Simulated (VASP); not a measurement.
BaTiO3: single point with PBEsol

Crystal: BaTiO3.

```
CELL_PARAMETERS angstrom
4.03795 0.00000 0.00000
0.00000 2.87423 2.88259
0.00000 -2.87423 2.88259
ATOMIC_POSITIONS crystal
Ba 0.00000 0.00000 0.00000
Ti 0.50000 0.51240 0.51240
O 0.00000 0.48740 0.48740
O 0.50000 0.50524 0.99184
O 0.50000 0.99184 0.50524
```

| Quantity | Value |
| --- | --- |
| Program | VASP 6.6.1 |
| Task | single point |
| Functional | PBEsol |
| Potentials or basis | VASP PAW PBE potentials, release 64 (Ba_sv, Ti_sv, O_h) |
| Cutoff | 910 eV |
| k mesh | 6 × 6 × 6 |
| Occupations | gaussian, width 0.01 eV |
| Spin | no spin polarisation |

The pressure is -8.5 GPa, the largest force is 0.412 eV/Å and the band gap on the k mesh is 1.73 eV (least direct gap 1.97 eV).

Forces on the atoms (eV/Å):
```
Ba   0.000  0.000  0.147
Ti   0.000  0.000  0.388
O    0.000  0.000  0.233
O    0.000  0.149 -0.384
O    0.000 -0.149 -0.384
```

Stress tensor (GPa, compression positive):
```
-8.39  0.00  0.00
 0.00 -8.21  0.00
 0.00  0.00 -8.78
```

Levels at points of the mesh, in eV from the valence-band top:
```
           k point  band 16  band 17  band 18  band 19  band 20  band 21  band 22  band 23  band 24  band 25
(0.00, 0.00, 0.00)    -1.10    -1.05    -0.38    -0.28    -0.24     1.73     1.79     1.94     3.78     3.83
(0.50, 0.00, 0.00)    -1.92    -1.78    -1.71    -0.83    -0.78     1.92     3.32     3.40     3.76     5.52
(0.00, 0.50, 0.00)    -1.90    -1.81    -1.65    -0.82    -0.75     1.97     3.34     3.37     3.81     5.63
(0.50, 0.50, 0.00)    -2.58    -1.74    -0.92    -0.91    -0.08     3.36     3.38     3.74     4.47     7.27
(0.00, 0.50, 0.50)    -2.59    -1.69    -0.93    -0.90    -0.13     3.35     3.40     3.74     4.59     7.30
(0.50, 0.50, 0.50)    -2.42    -2.42    -0.05    -0.01     0.00     3.93     3.97     3.98     6.34     6.40
```

It took 87 s on 1 thread of Intel(R) Xeon(R) 6975P-C (Granite Rapids), with other jobs on the host, peak memory 0.39 GiB.

Caveat: the cutoff is under 1.25 times the usual one of these potentials, so pressure, stress and relaxed cells hold a basis-set (Pulay) error; the cell stands under tension; the PAW data sets were made with another functional, which shifts forces and pressure a little; spin-orbit coupling is left out, which moves the levels of the heavy elements. A k mesh can miss the band edges.
